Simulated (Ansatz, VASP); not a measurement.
SrTe: VASP beside Ansatz

```
Sr Te
1.0
     0.00000    2.74951    2.74951
     2.74951    0.00000    2.74951
     2.74951    2.74951    0.00000
Sr Te
1 1
Direct
  0.00000 0.00000 0.00000
  0.50000 0.50000 0.50000
```

Change from the starting cell: volume scaled by 0.55, LAPW.

Alike in both runs: task single point; functional PBEsol; k mesh 7 × 7 × 7; occupations fermi-dirac, width 0.03 eV; no spin polarisation.

|  | VASP | Ansatz |
| --- | --- | --- |
| version | VASP 6.6.1 | Ansatz 0.2.0 |
| potentials or method | VASP PAW PBE potentials, release 64 (Sr_sv, Te), cutoff 500 eV | all-electron LAPW, scalar-relativistic |

```tsv
	VASP	Ansatz	Ansatz less VASP
pressure (GPa)	61.2	60.6	-0.63
```

VASP's potentials were made for PBE, not for PBEsol. Both programs put the cell under a high pressure, so it lies far from rest at this level. Ansatz ran all-electron here, and VASP with PAW potentials.

Neither program's run includes spin-orbit coupling. Noted on VASP's run: the cell as given lies far from equilibrium.
